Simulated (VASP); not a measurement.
Write the native input for VASP 6.6.1 that does the following.

| Property | Result |
| --- | --- |
| Task | relaxation of cell and atoms |
| Functional | PBEsol |
| Potentials or basis | VASP PAW PBE potentials, release 64 (Mg, O) |
| Cutoff | 600 eV |
| k mesh | 10 × 10 × 10 |
| Occupations | gaussian, width 0.01 eV |
| Spin | no spin polarisation |
| Target pressure | 40 GPa |
| Dipole correction | no |
| Further INCAR settings | ALGO = Normal; EDIFF = 1e-07; IBRION = 2; EDIFFG = -0.001; NSW = 80; ISIF = 3 |

The structure of MgO lies in POSCAR:

```
MgO
1.0
    0.0000000000      2.1070853429      2.1070853429
    2.1070853429      0.0000000000      2.1070853429
    2.1070853429      2.1070853429      0.0000000000
Mg O
1 1
Direct
    0.0000000000      0.0000000000      0.0000000000
    0.5000000000      0.5000000000      0.5000000000
```

These files were run (other wordings do the same):

INCAR

```
SYSTEM = MgO
PREC = Accurate ; ENCUT = 600
EDIFF = 1E-7 ; ISMEAR = 0
SIGMA = 0.01 ; LREAL = .FALSE.
LASPH = .TRUE. ; NELM = 120
ALGO = Normal ; ISIF = 3
LWAVE = .FALSE. ; LCHARG = .FALSE.
GGA = PS ; IBRION = 2
NSW = 80 ; EDIFFG = -0.001
PSTRESS = 400.0 ; GGA_COMPAT = .FALSE.
NELMIN = 4
```

KPOINTS

```
regular mesh
0
G
  10 10 10
  0 0 0
```

Potentials or basis: VASP PAW PBE potentials, release 64 (Mg, O).

The run is started by

```sh
$ cat potpaw_PBE.64/Mg/POTCAR potpaw_PBE.64/O/POTCAR > POTCAR
$ mpirun -np 1 vasp_std > vasp.out
```

It gave:

```yaml
Relaxed_volume: 7.83 Å³/atom
Relaxed_cell: a = 2.809 Å, b = 2.809 Å, c = 2.809 Å, α = 60.00°, β = 60.00°, γ = 60.00°
Space_group_after_relaxing_to_0.05_Å: Fm-3m (No. 225)
Energy_change_on_relaxing_the_enthalpy_is_what_falls: +158.6 meV/atom
Ionic_steps: 7
Pressure_after_relaxing: 40.0 GPa
Band_gap_on_the_k_mesh: 6.54 eV, direct
```

Caveat: the cell is relaxed towards a set pressure, so the enthalpy falls and the energy may rise; the volume moved by over 15 % at a fixed basis, so the end points are rough; the PAW data sets were made with another functional, which shifts forces and pressure a little.

It took 60 s on 1 thread of Intel Xeon 8259CL (shared host), peak memory 0.15 GiB.
